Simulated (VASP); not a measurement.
# TiO2 (P4_2/mnm) in VASP: further runs

The runs below take TiO2 through single point, with HSE06.

All numbers are computed with VASP 6.6.1; they aren't measurements. Logs are shortened: lines on timing, memory, paths and dates and some standing lists are left out, and cuts for length are marked.

### 1 The cell of the first run

The structure is tetragonal, space group P4_2/mnm (No. 136). The conventional cell has a = 4.643 Å, b = 4.643 Å, c = 2.936 Å, α = 90.00°, β = 90.00°, γ = 90.00°. Within 2.6 Å of Ti (site symmetry mmm) lie 6 O at 1.95 to 2.00 Å. O (site symmetry m2m) has 3 Ti at 1.95 to 2.00 Å and 1 O at 2.56 Å within 2.6 Å.

### 2 Single point, HSE06 (epitaxial xy strain +1.0%)

POSCAR

```
TiO2
1.0
    4.6428220289      0.0000000000      0.0000000000
    0.0000000000      4.6428220289      0.0000000000
    0.0000000000      0.0000000000      2.9356721096
Ti O
2 4
Direct
    0.0000000000      0.0000000000      0.0000000000
    0.5000000000      0.5000000000      0.5000000000
    0.3051633568      0.3051633568      0.0000000000
    0.1948366432      0.8051633568      0.5000000000
    0.8051633568      0.1948366432      0.5000000000
    0.6948366432      0.6948366432      0.0000000000
```

INCAR.step1

```
SYSTEM = TiO2
PREC     = Accurate       ! precision mode
ENCUT    = 520            ! plane-wave cutoff, eV
EDIFF    = 1E-5           ! SCF threshold, eV
ISMEAR   = 0              ! smearing method
SIGMA    = 0.01           ! smearing width, eV
LREAL    = .False.        ! projectors in reciprocal space
LASPH    = .True.         ! aspherical terms in the spheres
NELM     = 100            ! most SCF steps
ALGO     = Normal         ! electronic algorithm
ISIF     = 2              ! what is computed and relaxed
LWAVE    = .True.         ! write WAVECAR
LCHARG   = .False.        ! write CHGCAR
GGA      = PE             ! functional
NBANDS   = 33             ! bands
KPAR     = 4
```

INCAR.step2

```
SYSTEM = TiO2
PREC     = Accurate       ! precision mode
ENCUT    = 520            ! plane-wave cutoff, eV
EDIFF    = 1E-6           ! SCF threshold, eV
ISMEAR   = 0              ! smearing method
SIGMA    = 0.01           ! smearing width, eV
LREAL    = .False.        ! projectors in reciprocal space
LASPH    = .True.         ! aspherical terms in the spheres
NELM     = 100            ! most SCF steps
ALGO     = Normal         ! electronic algorithm
ISIF     = 2              ! what is computed and relaxed
LWAVE    = .False.        ! write WAVECAR
LCHARG   = .False.        ! write CHGCAR
GGA      = PE             ! functional
LHFCALC  = .True.         ! exact exchange
HFSCREEN = 0.2079         ! screening, 1/A
PRECFOCK = Fast         
ISTART   = 1            
NBANDS   = 33             ! bands
KPAR     = 4
```

KPOINTS

```
Automatic mesh
0
Gamma
  4 4 6
  0 0 0
```

Potentials or basis: VASP PAW PBE potentials, release 64 (Ti_sv, O).

The run is started by

```sh
> cat potpaw_PBE.64/Ti_sv/POTCAR potpaw_PBE.64/O/POTCAR > POTCAR
> cp INCAR.step1 INCAR
> mpirun -np 4 vasp_std > vasp.out
> cp INCAR.step2 INCAR
> mpirun -np 4 vasp_std > vasp.out
```

OUTCAR:

```text
SYSTEM = TiO2
   PREC = Accurate
   ENCUT = 520
   EDIFF = 1E-6
   ISMEAR = 0
   LREAL = .False.
   LASPH = .True.
   NELM = 100
   ISIF = 2
   GGA = PE
   LHFCALC = .True.
   HFSCREEN = 0.2079
   PRECFOCK = Fast
   ISTART = 1

 ion  position               nearest neighbor table
   1  0.000  0.000  0.000-   4 1.95   5 1.95   4 1.95   5 1.95   3 2.00   6 2.00
   2  0.500  0.500  0.500-   3 1.95   6 1.95   3 1.95   6 1.95   5 2.00   4 2.00
   3  0.305  0.305  0.000-   2 1.95   2 1.95   1 2.00
   4  0.195  0.805  0.500-   1 1.95   1 1.95   2 2.00
   5  0.805  0.195  0.500-   1 1.95   1 1.95   2 2.00
   6  0.695  0.695  0.000-   2 1.95   2 1.95   1 2.00

  LATTYP: Found a simple tetragonal cell.
 ALAT       =     4.6428220289
 C/A-ratio  =     0.6323033903

  Lattice vectors:

 A1 = (   4.6428220289,   0.0000000000,   0.0000000000)
 A2 = (   0.0000000000,   4.6428220289,   0.0000000000)
 A3 = (   0.0000000000,   0.0000000000,   2.9356721096)

Analysis of symmetry for initial positions (statically):
=====================================================================
 Subroutine PRICEL returns:
 Original cell was already a primitive cell.

 Routine SETGRP: Setting up the symmetry group for a
 simple tetragonal supercell.

 Subroutine GETGRP returns: Found 16 space group operations
 (whereof  8 operations were pure point group operations)
 out of a pool of 16 trial point group operations.

The static configuration has the point symmetry D_2h.
 The point group associated with its full space group is D_4h.

Analysis of symmetry for dynamics (positions and initial velocities):
=====================================================================
 Subroutine PRICEL returns:
 Original cell was already a primitive cell.

 Routine SETGRP: Setting up the symmetry group for a
 simple tetragonal supercell.

 Subroutine GETGRP returns: Found 16 space group operations
 (whereof  8 operations were pure point group operations)
 out of a pool of 16 trial point group operations.

The dynamic configuration has the point symmetry D_2h.
 The point group associated with its full space group is D_4h.

 Subroutine INISYM returns: Found 16 space group operations
 (whereof  8 operations are pure point group operations),
 and found     1 'primitive' translations

[... 110 lines left out ...]
   TEBEG  =    0.0;   TEEND  =   0.0 temperature during run
   PSTRESS=    0.0 pullay stress
   NELECT =      48.0000    total number of electrons
   NUPDOWN=      -1.0000    fix difference up-down
   EMIN   =  10.00;   EMAX   =-10.00  energy-range for DOS
   EFERMI =   0.00;   METHOD = LEGACY
   ISMEAR =     0;   SIGMA  =   0.01  broadening in eV -4-tet -1-fermi 0-gaus
   EFERMI_NEDOS =   21; number of points for ismear=-14 and -15
   IALGO  =     38    algorithm
   IMIX   =      1    mixing-type and parameters
     AMIX     =   0.40;   BMIX     =  1.00
     AMIX_MAG =   1.60;   BMIX_MAG =  1.00
  volume/ion in A,a.u.               =      10.55        71.17
  Fermi-wavevector in a.u.,A,eV,Ry     =   1.493017  2.821393 30.328737  2.229099
  Thomas-Fermi vector in A             =   2.605471
   LORBIT       =      0    0 simple, 1 ext, 2 COOP (PROOUT), +10 PAW based schemes
   GGA     = PE    functional components
   LHFCALC =     T    Hartree Fock is set to
   PRECFOCK=fast      Normal, Fast or Accurate (Low or Medium for compatibility)
   ENCUT4O =  -1.0   cutoff for four orbital integrals eV
   NKREDX  =     1    reduce k-point grid by
   NKREDY  =     1    reduce k-point grid by
   NKREDZ  =     1    reduce k-point grid by
   AEXX    =    0.2500 exact exchange contribution
   HFSCREEN=    0.2079 screening length (either q_TF or 0.3 A-1)
   HFSCREENC=   0.2079 screening length for correlation (either q_TF or 0.3 A-1)
   ENCUTFOCK=  -1.0 apply spherical cutoff to Coloumb kernel
   IVDW    =     0    specifies the selected vdW correction
   LEPSILON=     F    determine dielectric tensor
   LRPA    =     F    only Hartree local field effects (RPA)
 non-spin polarized calculation
 Gauss-broadening in eV      SIGMA  =   0.01
  energy-cutoff  :      520.00
  volume of cell :       63.28
 maximum number of plane-waves:      1715
 NGX is ok and might be reduce to    36
  NGX = 20; NGY = 20; NGZ = 12

 number of electron      48.0000021 magnetization

 Free energy of the ion-electron system (eV)
  ---------------------------------------------------
  ext. energy  EPLUGINS =         0.00000000
  ---------------------------------------------------
  free energy    TOTEN  =       -66.23529511 eV

  energy without entropy =      -66.23529511  energy(sigma->0) =      -66.23529511

 E-fermi :   3.7795     XC(G=0):  -9.3071

 val. band max:        3.6933410477   @ k =   0.0000   0.0000   0.0000
 cond. band min:       7.0461539586   @ k =   0.0000   0.0000   0.0000
 fundamental gap:      3.3528129109
 Fermi energy:         3.7794798293

 k-point     1 :       0.0000    0.0000    0.0000
  band No.  band energies     occupation
      1     -57.5718      2.00000
      2     -57.5556      2.00000
      3     -32.2092      2.00000
      4     -32.2092      2.00000
      5     -32.0400      2.00000
      6     -32.0400      2.00000
[... 853 lines left out ...]
     32      11.1056      0.00000
     33      11.3892      0.00000

------------------------ aborting loop because EDIFF is reached ----------------------------------------

  FORCE on cell =-STRESS in cart. coord.  units (eV):
  Direction    XX          YY          ZZ          XY          YZ          ZX
  --------------------------------------------------------------------------------------
  -------------------------------------------------------------------------------------
  Total       -2.2699094     -2.2699094     -0.9305489      0.0000000      0.0000000      0.0000000
  in kB      -57.4708329    -57.4708329    -23.5601557      0.0000000      0.0000000      0.0000000
  external PRESSURE =     -46.1672738 kB  Pullay stress =       0.0000000 kB

 VOLUME and BASIS-vectors are now :
 -----------------------------------------------------------------------------
  energy-cutoff  :      520.00
  volume of cell :       63.28
      direct lattice vectors                 reciprocal lattice vectors
     4.642822029  0.000000000  0.000000000     0.215386244  0.000000000  0.000000000
     0.000000000  4.642822029  0.000000000     0.000000000  0.215386244  0.000000000
     0.000000000  0.000000000  2.935672110     0.000000000  0.000000000  0.340637497

 POSITION                                       TOTAL-FORCE (eV/Angst)
 -----------------------------------------------------------------------------------
      0.00000      0.00000      0.00000         0.000000     -0.000000      0.000000
      2.32141      2.32141      1.46784         0.000000     -0.000000      0.000000
      1.41682      1.41682      0.00000         0.090734      0.090734     -0.000000
      0.90459      3.73823      1.46784        -0.090734      0.090734      0.000000
      3.73823      0.90459      1.46784         0.090734     -0.090734      0.000000
      3.22600      3.22600      0.00000        -0.090734     -0.090734      0.000000
 -----------------------------------------------------------------------------------
    total drift:                               -0.000003     -0.000004     -0.000000

  FREE ENERGIE OF THE ION-ELECTRON SYSTEM (eV)
  ---------------------------------------------------
  free  energy   TOTEN  =       -66.2352951070 eV

  energy  without entropy=      -66.2352951070  energy(sigma->0) =      -66.23529511
```

OUTCAR.step1:

```text
SYSTEM = TiO2
   PREC = Accurate
   ENCUT = 520
   EDIFF = 1E-5
   ISMEAR = 0
   LREAL = .False.
   LASPH = .True.
   NELM = 100
[... 1100 lines left out ...]
      0.90459      3.73823      1.46784         0.064255     -0.064255      0.000000
      3.73823      0.90459      1.46784        -0.064255      0.064255     -0.000000
      3.22600      3.22600      0.00000         0.064255      0.064255     -0.000000
 -----------------------------------------------------------------------------------
    total drift:                                0.000000     -0.000000      0.000000

  FREE ENERGIE OF THE ION-ELECTRON SYSTEM (eV)
  ---------------------------------------------------
  free  energy   TOTEN  =       -53.6614243234 eV

  energy  without entropy=      -53.6614243234  energy(sigma->0) =      -53.66142432
```

Wall time 15 min (4 MPI ranks of AMD EPYC 9R45 (Zen 5), shared host); peak memory 0.29 GiB.

What came out:

| Quantity | Value |
| --- | --- |
| Free energy | -66.2353 eV |
| Pressure | -4.6 GPa |
| Largest force | 0.128 eV/Å |
| Band gap on the k mesh | 3.35 eV |

Forces in eV/Å, atoms in the order of the input:
```
Ti   0.000  0.000  0.000
Ti   0.000  0.000  0.000
O    0.091  0.091  0.000
O   -0.091  0.091  0.000
O    0.091 -0.091  0.000
O   -0.091 -0.091  0.000
```

Levels at points of the mesh, in eV from the valence-band top:
```tsv
k point	band 20	band 21	band 22	band 23	band 24	band 25	band 26	band 27	band 28	band 29
(0.00, 0.00, 0.00)	-2.03	-0.67	-0.41	-0.41	0.00	3.35	3.65	4.04	4.11	4.11
(0.50, 0.00, 0.00)	-3.22	-1.60	-1.60	-0.78	-0.78	4.08	4.08	4.63	4.63	5.26
(0.50, 0.50, 0.00)	-2.30	-1.32	-1.32	-1.09	-1.09	3.37	3.37	4.13	4.13	5.53
(0.00, 0.00, 0.50)	-3.03	-2.34	-2.34	-1.58	-1.58	4.50	4.50	4.99	4.99	5.28
(0.50, 0.00, 0.50)	-2.56	-2.18	-2.18	-1.06	-1.06	3.41	3.41	5.02	5.02	5.55
(0.50, 0.50, 0.50)	-3.01	-1.27	-1.27	-0.75	-0.75	4.13	4.13	4.82	4.82	5.05
```

Caveat: the cell differs from its parent crystal (epitaxial xy strain +1.0%); the cell stands under tension; the structure was generated, so it needn't be the stable form of TiO2; the PAW data sets were made with another functional, which shifts forces and pressure a little. A k mesh can miss the band edges.

### 3 Single point, HSE06 (epitaxial xy strain +2.0%)

POSCAR

```
TiO2
1.0
    4.6887905639      0.0000000000      0.0000000000
    0.0000000000      4.6887905639      0.0000000000
    0.0000000000      0.0000000000      2.9194584458
Ti O
2 4
Direct
    0.0000000000      0.0000000000      0.0000000000
    0.5000000000      0.5000000000      0.5000000000
    0.3058980754      0.3058980754      0.0000000000
    0.1941019246      0.8058980754      0.5000000000
    0.8058980754      0.1941019246      0.5000000000
    0.6941019246      0.6941019246      0.0000000000
```

INCAR.step1

```
PREC = Accurate
ENCUT = 520
EDIFF = 1E-5
ISMEAR = 0
SIGMA = 0.01
LREAL = F
LASPH = T
NELM = 80
ALGO = Normal
ISIF = 2
LWAVE = T
NBANDS = 33
GGA = PE
KPAR = 4
```

INCAR.step2

```
PREC = Accurate
ENCUT = 520
EDIFF = 1E-7
ISMEAR = 0
SIGMA = 0.01
LREAL = F
LASPH = T
NELM = 80
ALGO = Normal
ISIF = 2
LWAVE = F
LCHARG = T
GGA = PE
LHFCALC = T
HFSCREEN = 0.2079
PRECFOCK = Fast
LVHAR = T
NBANDS = 33
ISTART = 1
KPAR = 4
```

KPOINTS

```
Automatic mesh
0
Gamma
  4 4 6
```

Potentials or basis: VASP PAW PBE potentials, release 64 (Ti_sv, O).

The run is started by

```sh
> cat potpaw_PBE.64/Ti_sv/POTCAR potpaw_PBE.64/O/POTCAR > POTCAR
> cp INCAR.step1 INCAR
> mpirun -np 4 vasp_std > vasp.out
> cp INCAR.step2 INCAR
> mpirun -np 4 vasp_std > vasp.out
```

Wall time 17 min (4 MPI ranks of AMD EPYC 9R45 (Zen 5), shared host); peak memory 0.29 GiB.

The run converged. Its results:

* Free energy: -66.1863 eV
* Pressure: -6.8 GPa
* Largest force: 0.140 eV/Å
* Band gap on the k mesh: 3.37 eV

Forces in eV/Å, atoms in the order of the input:
```
Ti   0.000  0.000  0.000
Ti   0.000  0.000  0.000
O    0.099  0.099  0.000
O   -0.099  0.099  0.000
O    0.099 -0.099  0.000
O   -0.099 -0.099  0.000
```

Stress tensor (GPa, compression positive):
```
-9.06  0.00  0.00
 0.00 -9.06  0.00
 0.00  0.00 -2.32
```

Levels at points of the mesh, in eV from the valence-band top:
```csv
k point,band 21,band 22,band 23,band 24,band 25,band 26,band 27,band 28
"(0.00, 0.00, 0.00)",-0.58,-0.37,-0.37,0.00,3.37,3.65,4.14,4.17
"(0.50, 0.00, 0.00)",-1.45,-1.45,-0.73,-0.73,4.09,4.09,4.65,4.65
"(0.50, 0.50, 0.00)",-1.19,-1.19,-1.03,-1.03,3.38,3.38,4.19,4.19
"(0.00, 0.00, 0.50)",-2.17,-2.17,-1.55,-1.55,4.47,4.47,5.09,5.09
"(0.50, 0.00, 0.50)",-2.13,-2.13,-0.99,-0.99,3.45,3.45,5.11,5.11
"(0.50, 0.50, 0.50)",-1.17,-1.17,-0.74,-0.74,4.13,4.13,4.83,4.83
```

Caveat: the cell differs from its parent crystal (epitaxial xy strain +2.0%); the stress differs along the axes, from -9 to -2 GPa; the structure was generated, so it needn't be the stable form of TiO2; the PAW data sets were made with another functional, which shifts forces and pressure a little. A k mesh can miss the band edges.
